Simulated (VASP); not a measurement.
Runs of VASP 6.6.1 on TiTe. The structure is that of space group P6_3/mmc (No. 194), or close to it. The cells are those of the table. 

```csv
cell,gap on the mesh (eV),pressure (GPa)
"a = 3.658, b = 3.658, c = 7.245 Å, angles 90.0, 90.0, 120.0°, 4 atoms",none,-2.5
"a = 3.561, b = 3.561, c = 7.201 Å, angles 90.0, 90.0, 120.0°, 4 atoms",none,(b)
"a = 3.512, b = 3.512, c = 7.176 Å, angles 90.0, 90.0, 120.0°, 4 atoms",none,6.9
"a = 3.707, b = 3.707, c = 7.263 Å, angles 90.0, 90.0, 120.0°, 4 atoms",none,(a)
"a = 3.610, b = 3.610, c = 7.224 Å, angles 90.0, 90.0, 120.0°, 4 atoms",none,0.1
```

Alike in all rows: task single point; level PBEsol; potentials or basis VASP PAW PBE potentials, release 64 (Ti_sv, Te); no spin polarisation; k mesh 12 × 12 × 8; cutoff (eV) 520; smearing gaussian 0.1 eV.

Q: Estimate the missing entries.

A: (a) -4.7; (b) 3.2.

Caveats: the PAW data sets were made with another functional, which shifts forces and pressure a little; spin-orbit coupling is left out, which moves the levels of the heavy elements.

A k mesh can miss the band edges, and the runs leave out spin-orbit coupling on Te.

A gap of «none» marks levels without a gap at the run's occupations.
